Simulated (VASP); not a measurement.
Write the native input for VASP 6.6.1 that does the following.

```
Task                   : single point
Functional             : PBEsol
Potentials or basis    : VASP PAW PBE potentials, release 64 (Ta_pv, N)
Cutoff                 : 520 eV
k mesh                 : 13 × 13 × 12
Occupations            : fermi-dirac, width 0.05 eV
Spin                   : no spin polarisation
Dipole correction      : no
Further INCAR settings : ALGO = Normal; EDIFF = 1e-06; NBANDS = 15
```

The structure of TaN lies in POSCAR:

```
TaN
1.0
    2.8988266667      0.0000000000      0.0000000000
   -1.4494133333      2.5104578933      0.0000000000
    0.0000000000      0.0000000000      2.9614453981
Ta N
1 1
Direct
    0.3333333333      0.6666666667      0.5000000000
    0.0000000000      0.0000000000      0.0000000000
```

One way to write it, as run:

INCAR

```
SYSTEM = TaN
ALGO = Normal
EDIFF = 1E-6
ENCUT = 520
GGA = PS
ISIF = 2
ISMEAR = -1
LASPH = .True.
LCHARG = .False.
LREAL = .False.
LWAVE = .False.
NBANDS = 15
NELM = 80
PREC = Accurate
SIGMA = 0.05
```

KPOINTS

```
k-points
0
Gamma
  13 13 12
  0 0 0
```

Potentials or basis: VASP PAW PBE potentials, release 64 (Ta_pv, N).

Run with:

```bash
$ cat potpaw_PBE.64/Ta_pv/POTCAR potpaw_PBE.64/N/POTCAR > POTCAR
$ mpirun -np 1 vasp_std > vasp.out
```

Results of the run:

```json
{"Pressure": "-4.8 GPa", "Band gap on the k mesh": "zero (band 8 reaches 8.32 eV, above the bottom of band 9 at 7.93 eV)"}
```

Caveat: the PAW data sets were made with another functional, which shifts forces and pressure a little; spin-orbit coupling is left out, which moves the levels of the heavy elements.

Run time: 15 s on 1 thread of Intel(R) Xeon(R) 6975P-C (Granite Rapids), with other jobs on the host, peak memory 0.17 GiB.
